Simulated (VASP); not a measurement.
Crystal: GaAs.

```
Ga As
1.0
     0.00000    2.87182    2.87182
     2.87182    0.00000    2.87182
     2.87182    2.87182    0.00000
Ga As
1 1
Direct
  0.00000 0.00000 0.00000
  0.25000 0.25000 0.25000
```

```yaml
Program: VASP 6.6.1
Task: relaxation of cell and atoms
Functional: r2SCAN
Potentials_or_basis: VASP PAW PBE potentials, release 64 (Ga_d, As)
Cutoff: 600 eV
k_mesh: 8 × 8 × 8
Occupations: fermi-dirac, width 0.02 eV
Spin: no spin polarisation
```

At the start: pressure -2.6 GPa; volume 23.68 Å³/atom.

Task: How do energy, volume and symmetry change on relaxing?

Result: Over 5 steps the energy falls by 8.0 meV/atom and the volume is 22.77 Å³/atom (-3.9 %); space group F-43m (No. 216, to 0.1 Å) before and after.

Step by step:
```
step  energy change (eV)  largest force (eV/Å)  pressure (GPa)  volume (Å³)
   1              0.0000                0.0000           -2.64        47.37
   2             -0.0130                0.0000            1.28        44.74
   3             -0.0160                0.0000            0.04        45.51
   4             -0.0160                0.0000           -0.04        45.54
   5             -0.0160                0.0000           -0.02        45.54
```

Final structure:
```cif
data_structure
_symmetry_space_group_name_H-M 'P 1'
_symmetry_Int_Tables_number 1
_cell_length_a 4.0085
_cell_length_b 4.0085
_cell_length_c 4.0085
_cell_angle_alpha 60.000
_cell_angle_beta 60.000
_cell_angle_gamma 60.000
_cell_volume 45.54
loop_
_atom_site_label
_atom_site_type_symbol
_atom_site_fract_x
_atom_site_fract_y
_atom_site_fract_z
_atom_site_occupancy
Ga1 Ga 0.00000 0.00000 0.00000 1
As1 As 0.25000 0.25000 0.25000 1
```

Caveat: the PAW data sets were made with another functional, which shifts forces and pressure a little.
